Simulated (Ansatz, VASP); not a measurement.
# WS2 in VASP and in Ansatz

```
W S
1.0
     3.14728    0.00000    0.00000
    -1.57364    2.72562    0.00000
     0.00000    0.00000   18.58030
W S
3 6
Direct
  0.66667 0.33333 0.33267
  0.33333 0.66667 0.66600
  0.00000 0.00000 0.99933
  0.33333 0.66667 0.24840
  0.66667 0.33333 0.08357
  0.00000 0.00000 0.58173
  0.33333 0.66667 0.41690
  0.66667 0.33333 0.91506
  0.00000 0.00000 0.75024
```

Change from the starting cell: strain along c alone, the other axes held, atoms relaxed: -3.0 %.

Alike in both runs: functional PBEsol; k mesh 12 × 12 × 2; occupations gaussian, width 0.02 eV; no spin polarisation.

Ansatz relaxed the structure, and its values are those at the end. VASP's run is a single point on that final structure, the one shown.

|  | VASP | Ansatz |
| --- | --- | --- |
| version | VASP 6.6.1 | Ansatz 0.2.0 |
| potentials or method | VASP PAW PBE potentials, release 64 (W_sv, S), cutoff 520 eV | scalar-relativistic, plane waves, PAW |
| valence electrons in the cell | 78 | 78 |

```tsv
	VASP	Ansatz	Ansatz less VASP
gap on the k mesh at the Fermi level (eV)	1.02	1.01	-0.017
least direct gap on the mesh (eV)	1.93	1.93	-0.005
pressure (GPa)	0.5	0.4	-0.12
rms of the force components (eV/Å)	0.011	0.001	-0.0100
```

VASP's potentials were made for PBE, not for PBEsol. Ansatz's warnings: stress scf threshold loose.

Neither program's run includes spin-orbit coupling.
